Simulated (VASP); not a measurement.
# BiOs (F-43m) in VASP: a series of runs

Runs on BiOs. Level: PBEsol. Tasks: single point.

Everything below comes from runs of VASP 6.6.1. Logs are shortened: lines on timing, memory, paths and dates and some standing lists are left out, and cuts for length are marked.

### Step 1. The cell of the first run

It takes space group F-43m (No. 216, cubic). The conventional cell has a = 5.969 Å, b = 5.969 Å, c = 5.969 Å, α = 90.00°, β = 90.00°, γ = 90.00°. Within 3.4 Å of Os (site symmetry -43m) lie 4 Bi at 2.58 Å. Bi (site symmetry -43m) has 4 Os at 2.58 Å within 3.4 Å.

### Step 2. Single point, PBEsol (26.58 Å³/atom)

The input, INCAR:

```
PREC = Accurate
ENCUT = 520
EDIFF = 1E-6
ISMEAR = 0
SIGMA = 0.05
LREAL = False
LASPH = True
NELM = 80
ALGO = Normal
ISIF = 2
LWAVE = False
LCHARG = True
GGA = PS
LELF = True
LVHAR = True
NBANDS = 18
```

The input, KPOINTS:

```
Automatic mesh
0
Gamma
  10 10 10
```

The input, POSCAR:

```
BiOs
1.0
    0.0000000000      2.9844468649      2.9844468649
    2.9844468649      0.0000000000      2.9844468649
    2.9844468649      2.9844468649      0.0000000000
Os Bi
1 1
Direct
    0.0000000000      0.0000000000      0.0000000000
    0.2500000000      0.2500000000      0.2500000000
```

Potentials or basis: VASP PAW PBE potentials, release 64 (Os, Bi_d).

Started as:

```
$ cat potpaw_PBE.64/Os/POTCAR potpaw_PBE.64/Bi_d/POTCAR > POTCAR
$ mpirun -np 1 vasp_std > vasp.out
```

OUTCAR:

```text
PREC = Accurate
   ENCUT = 520
   EDIFF = 1E-6
   ISMEAR = 0
   LREAL = False
   LASPH = True
   NELM = 80
   ISIF = 2
   GGA = PS

 ion  position               nearest neighbor table
   1  0.000  0.000  0.000-   2 2.58   2 2.58   2 2.58   2 2.58
   2  0.250  0.250  0.250-   1 2.58   1 2.58   1 2.58   1 2.58

  LATTYP: Found a face centered cubic cell.
 ALAT       =     5.9688937298

  Lattice vectors:

 A1 = (   0.0000000000,   2.9844468649,   2.9844468649)
 A2 = (   2.9844468649,   0.0000000000,   2.9844468649)
 A3 = (   2.9844468649,   2.9844468649,   0.0000000000)

Analysis of symmetry for initial positions (statically):
=====================================================================
 Subroutine PRICEL returns:
 Original cell was already a primitive cell.

 Routine SETGRP: Setting up the symmetry group for a
 face centered cubic supercell.

 Subroutine GETGRP returns: Found 24 space group operations
 (whereof 24 operations were pure point group operations)
 out of a pool of 48 trial point group operations.

The static configuration has the point symmetry T_d .

Analysis of symmetry for dynamics (positions and initial velocities):
=====================================================================
 Subroutine PRICEL returns:
 Original cell was already a primitive cell.

 Routine SETGRP: Setting up the symmetry group for a
 face centered cubic supercell.

 Subroutine GETGRP returns: Found 24 space group operations
 (whereof 24 operations were pure point group operations)
 out of a pool of 48 trial point group operations.

The dynamic configuration has the point symmetry T_d .

 Subroutine INISYM returns: Found 24 space group operations
 (whereof 24 operations are pure point group operations),
 and found     1 'primitive' translations

----------------------------------------------------------------------------------------

                                     Primitive cell

  volume of cell :      53.1645

  direct lattice vectors                    reciprocal lattice vectors
     0.000000000  2.984446865  2.984446865    -0.167535233  0.167535233  0.167535233
     2.984446865  0.000000000  2.984446865     0.167535233 -0.167535233  0.167535233
     2.984446865  2.984446865  0.000000000     0.167535233  0.167535233 -0.167535233

  length of vectors
     4.220645233  4.220645233  4.220645233     0.290179535  0.290179535  0.290179535

  position of ions in fractional coordinates (direct lattice)
     0.000000000  0.000000000  0.000000000
     0.250000000  0.250000000  0.250000000

  ion indices of the primitive-cell ions
   primitive index   ion index
                 1           1
                 2           2

----------------------------------------------------------------------------------------

 KPOINTS: Automatic mesh

Automatic generation of k-mesh.
 Grid dimensions read from file:
 generate k-points for:   10   10   10

 Generating k-lattice:

  Cartesian coordinates                     Fractional coordinates (reciprocal lattice)
    -0.016753523  0.016753523  0.016753523     0.100000000  0.000000000  0.000000000
     0.016753523 -0.016753523  0.016753523     0.000000000  0.100000000  0.000000000
     0.016753523  0.016753523 -0.016753523     0.000000000  0.000000000  0.100000000

  Length of vectors
     0.029017954  0.029017954  0.029017954

  Shift w.r.t. Gamma in fractional coordinates (k-lattice)
     0.000000000  0.000000000  0.000000000

 Subroutine IBZKPT returns following result:
 ===========================================

 Found     47 irreducible k-points:

 Following reciprocal coordinates:
            Coordinates               Weight
  0.000000  0.000000  0.000000      1.000000
  0.100000  0.000000  0.000000      8.000000
  0.200000  0.000000  0.000000      8.000000
  0.300000  0.000000  0.000000      8.000000
  0.400000  0.000000  0.000000      8.000000
  0.500000  0.000000  0.000000      4.000000
[... 16 lines left out ...]
  0.300000  0.300000  0.000000      6.000000
  0.400000  0.300000  0.000000     24.000000
 [... further k-points ...]
   k-points           NKPTS =     47   k-points in BZ     NKDIM =     47   number of bands    NBANDS=     18
   number of dos      NEDOS =    301   number of ions     NIONS =      2
   total plane-waves  NPLWV =  32768
   dimension x,y,z NGX =    32 NGY =   32 NGZ =   32
   dimension x,y,z NGXF=    64 NGYF=   64 NGZF=   64
   ions per type =               1   1
   NGX,Y,Z   is equivalent  to a cutoff of  12.60, 12.60, 12.60 a.u.
   NGXF,Y,Z  is equivalent  to a cutoff of  25.21, 25.21, 25.21 a.u.
 SYSTEM =  unknown system
   PREC   = accura    normal or accurate (medium, high low for compatibility)
   ISTART =      0    job   : 0-new  1-cont  2-samecut
   ICHARG =      2    charge: 1-file 2-atom 10-const
   ISPIN  =      1    spin polarized calculation?
   LNONCOLLINEAR =      F non collinear calculations
   LSORBIT =      F    spin-orbit coupling
   LASPH  =      T    aspherical Exc in radial PAW
   ENCUT  =  520.0 eV  38.22 Ry    6.18 a.u.   7.85  7.85  7.85*2*pi/ulx,y,z
   NELM   =     80;   NELMIN=  2; NELMDL= -5     # of ELM steps
   EDIFF  = 0.1E-05   stopping-criterion for ELM
   LREAL  =      F    real-space projection
   EDIFFG = 0.1E-04   stopping-criterion for IOM
   NSW    =      0    number of steps for IOM
   IBRION =     -1    ionic relax: 0-MD 1-quasi-New 2-CG
   NFREE  =      0    steps in history (QN), initial steepest desc. (CG)
   ISIF   =      2    stress and relaxation
   ISYM   =      2    0-nonsym 1-usesym 2-fastsym
   POTIM  = 0.5000    time-step for ionic-motion
   TEBEG  =    0.0;   TEEND  =   0.0 temperature during run
   PSTRESS=    0.0 pullay stress
   NELECT =      23.0000    total number of electrons
   NUPDOWN=      -1.0000    fix difference up-down
   EMIN   =  10.00;   EMAX   =-10.00  energy-range for DOS
   EFERMI =   0.00;   METHOD = LEGACY
   ISMEAR =     0;   SIGMA  =   0.05  broadening in eV -4-tet -1-fermi 0-gaus
   EFERMI_NEDOS =   21; number of points for ismear=-14 and -15
   IALGO  =     38    algorithm
   IMIX   =      4    mixing-type and parameters
     AMIX     =   0.40;   BMIX     =  1.00
     AMIX_MAG =   1.60;   BMIX_MAG =  1.00
  volume/ion in A,a.u.               =      26.58       179.39
  Fermi-wavevector in a.u.,A,eV,Ry     =   1.238160  2.339784 20.858293  1.533041
  Thomas-Fermi vector in A             =   2.372697
   LORBIT       =      0    0 simple, 1 ext, 2 COOP (PROOUT), +10 PAW based schemes
   GGA     = PS    functional components
   LHFCALC =     F    Hartree Fock is set to
   AEXX    =    0.0000 exact exchange contribution
   IVDW    =     0    specifies the selected vdW correction
   LEPSILON=     F    determine dielectric tensor
   LRPA    =     F    only Hartree local field effects (RPA)
 non-spin polarized calculation
 Gauss-broadening in eV      SIGMA  =   0.05
  energy-cutoff  :      520.00
  volume of cell :       53.16
 maximum number of plane-waves:      1459
   NGX = 15   NGY = 15   NGZ = 15

 number of electron      23.0000007 magnetization

 Free energy of the ion-electron system (eV)
  ---------------------------------------------------
  ext. energy  EPLUGINS =         0.00000000
  ---------------------------------------------------
  free energy    TOTEN  =       -13.30167148 eV

  energy without entropy =      -13.29956314  energy(sigma->0) =      -13.30061731

 E-fermi :   5.3556     XC(G=0): -10.5389

 val. band max:        5.3310379714   @ k =  -0.4000   0.3000   0.0000
 cond. band min:       5.3973073718   @ k =  -0.3000   0.3000   0.1000
 fundamental gap:      0.0662694004
 Fermi energy:         5.3555734224

 k-point     1 :       0.0000    0.0000    0.0000
  band No.  band energies     occupation
      1     -16.7964      2.00000
      2     -16.7964      2.00000
      3     -16.7964      2.00000
      4     -16.7406      2.00000
      5     -16.7406      2.00000
      6      -6.7086      2.00000
[... 10 lines left out ...]
     17      12.8364      0.00000
     18      12.8364      0.00000

 k-point     2 :       0.1000    0.0000    0.0000
  band No.  band energies     occupation
      1     -16.7987      2.00000
      2     -16.7966      2.00000
      3     -16.7966      2.00000
      4     -16.7396      2.00000
      5     -16.7396      2.00000
      6      -6.6185      2.00000
[... 10 lines left out ...]
     17      13.2168      0.00000
     18      13.2168      0.00000

 k-point     3 :       0.2000    0.0000    0.0000
  band No.  band energies     occupation
      1     -16.8048      2.00000
      2     -16.7968      2.00000
      3     -16.7968      2.00000
      4     -16.7372      2.00000
      5     -16.7372      2.00000
      6      -6.3692      2.00000
[... 10 lines left out ...]
     17      13.8218      0.00000
     18      13.8218      0.00000

 k-point     4 :       0.3000    0.0000    0.0000
  band No.  band energies     occupation
      1     -16.8125      2.00000
      2     -16.7965      2.00000
      3     -16.7965      2.00000
      4     -16.7349      2.00000
      5     -16.7349      2.00000
      6      -6.0289      2.00000
[... 375 lines left out ...]
      4     -16.7338      2.00000
      5     -16.7336      2.00000
      6      -5.9104      2.00000
[... 10 lines left out ...]
     17      14.4929      0.00000
     18      14.5597      0.00000

 k-point    23 :       0.3000    0.3000    0.0000
  band No.  band energies     occupation
      1     -16.8241      2.00000
      2     -16.7929      2.00000
      3     -16.7929      2.00000
      4     -16.7411      2.00000
      5     -16.7260      2.00000
      6      -5.7896      2.00000
[... 10 lines left out ...]
     17      16.2896      0.00000
     18      16.4401      0.00000

 k-point    24 :       0.4000    0.3000    0.0000
  band No.  band energies     occupation
      1     -16.8275      2.00000
      2     -16.7943      2.00000
      3     -16.7924      2.00000
      4     -16.7409      2.00000
      5     -16.7235      2.00000
      6      -5.5390      2.00000
[... 10 lines left out ...]
     17      15.9754      0.00000
     18      16.9229      0.00000

 [... further k-points ...]

------------------------ aborting loop because EDIFF is reached ----------------------------------------

  FORCE on cell =-STRESS in cart. coord.  units (eV):
  Direction    XX          YY          ZZ          XY          YZ          ZX
  --------------------------------------------------------------------------------------
  -------------------------------------------------------------------------------------
  Total        1.6108641      1.6108641      1.6108641      0.0000000     -0.0000000      0.0000000
  in kB       48.5453840     48.5453840     48.5453840      0.0000000     -0.0000000      0.0000000
  external PRESSURE =      48.5453840 kB  Pullay stress =       0.0000000 kB

 VOLUME and BASIS-vectors are now :
 -----------------------------------------------------------------------------
  energy-cutoff  :      520.00
  volume of cell :       53.16
      direct lattice vectors                 reciprocal lattice vectors
     0.000000000  2.984446865  2.984446865    -0.167535233  0.167535233  0.167535233
     2.984446865  0.000000000  2.984446865     0.167535233 -0.167535233  0.167535233
     2.984446865  2.984446865  0.000000000     0.167535233  0.167535233 -0.167535233

 POSITION                                       TOTAL-FORCE (eV/Angst)
 -----------------------------------------------------------------------------------
      0.00000      0.00000      0.00000         0.000000      0.000000     -0.000000
      1.49222      1.49222      1.49222        -0.000000     -0.000000      0.000000
 -----------------------------------------------------------------------------------
    total drift:                                0.000000      0.000000      0.000000

  FREE ENERGIE OF THE ION-ELECTRON SYSTEM (eV)
  ---------------------------------------------------
  free  energy   TOTEN  =       -13.3016714843 eV

  energy  without entropy=      -13.2995631391  energy(sigma->0) =      -13.30061731
```

Wall time 57 s (1 thread of Intel Xeon 8259CL, shared host); peak memory 0.17 GiB.

Results:

```
Free energy            : -13.3017 eV
Pressure               : 4.9 GPa
Band gap on the k mesh : zero (an odd number of electrons rules out a gap without spin polarisation)
```

Caveat: the cell stands under pressure; the PAW data sets were made with another functional, which shifts forces and pressure a little; spin-orbit coupling is left out, which moves the levels of the heavy elements.

(Part 1 of 2 ends here.)

The gap in the log of VASP goes by the Fermi energy; the results here count the filled bands.